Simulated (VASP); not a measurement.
Wanted: the native input for a VASP 6.6.1 run.

```
Task                   : single point
Functional             : PBEsol
Potentials or basis    : VASP PAW PBE potentials, release 64 (Mg, O)
Cutoff                 : 520 eV
k mesh                 : 10 × 10 × 10
Occupations            : gaussian, width 0.05 eV
Spin                   : no spin polarisation
Dipole correction      : no
Further INCAR settings : ALGO = Normal; EDIFF = 1e-07; NBANDS = 11
```

The structure of MgO lies in POSCAR:

```
MgO
1.0
    0.0000000000      2.1075959641      2.1075959641
    2.1075959641      0.0000000000      2.1075959641
    2.1075959641      2.1075959641      0.0000000000
Mg O
1 1
Direct
    0.0000000000      0.0000000000      0.0630901012
    0.5000000000      0.5000000000      0.4041562029
```

This cell differs from its parent crystal: mode 4 frozen in at -0.202 Å and mode 5 at -0.202 Å (largest displacements).

These files were run (other wordings do the same):

INCAR

```
PREC = Accurate
ENCUT = 520
EDIFF = 1E-7
ISMEAR = 0
SIGMA = 0.05
LREAL = F
LASPH = T
NELM = 80
ALGO = Normal
ISIF = 2
LWAVE = F
LCHARG = T
GGA = PS
LELF = T
LVHAR = T
NBANDS = 11
```

KPOINTS

```
Automatic mesh
0
Gamma
  10 10 10
```

Potentials or basis: VASP PAW PBE potentials, release 64 (Mg, O).

Command:

```sh
$ cat potpaw_PBE.64/Mg/POTCAR potpaw_PBE.64/O/POTCAR > POTCAR
$ mpirun -np 1 vasp_std > vasp.out
```

It gave:

```yaml
Pressure: 21.4 GPa
Largest_force: 3.264 eV/Å
Band_gap_on_the_k_mesh: 4.48 eV, indirect (least direct gap 4.51 eV)
```

Caveat: the cell differs from its parent crystal (mode 4 frozen in at -0.202 Å and mode 5 at -0.202 Å (largest displacements)); the PAW data sets were made with another functional, which shifts forces and pressure a little.

It took 12 s on 1 thread of Intel(R) Xeon(R) 6975P-C (Granite Rapids), on a shared host, peak memory 0.16 GiB.
